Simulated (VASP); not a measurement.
# Ir: single point with LDA

Crystal: Ir.

```
Ir
1.0
    -1.53037    1.53037    1.53037
     1.53037   -1.53037    1.53037
     1.53037    1.53037   -1.53037
Ir
1
Direct
  0.00000 0.00000 0.00000
```

* Program: VASP 6.6.1
* Task: single point
* Functional: LDA
* Potentials or basis: VASP PAW LDA potentials, release 64 (Ir)
* Cutoff: 520 eV
* k mesh: 16 × 16 × 16
* Occupations: fermi-dirac, width 0.1 eV
* Spin: no spin polarisation

```
Pressure : 2.4 GPa
```

Levels at points of the mesh, in eV from the Fermi level:
```csv
k point,band 1,band 2,band 3,band 4,band 5,band 6,band 7,band 8
"(0.00, 0.00, 0.00)",-10.71,-3.68,-3.68,-3.68,-0.55,-0.55,16.95,16.95
"(0.50, 0.00, 0.00)",-7.63,-5.55,-0.73,-0.05,-0.03,2.32,8.16,13.08
"(0.50, 0.50, 0.50)",-7.18,-7.18,1.59,1.59,1.59,8.00,8.00,8.00
```

It took 32 s on 1 thread of AMD EPYC 7R13, with other jobs on the host, peak memory 0.11 GiB.

Caveat: spin-orbit coupling is left out, which moves the levels of the heavy elements.
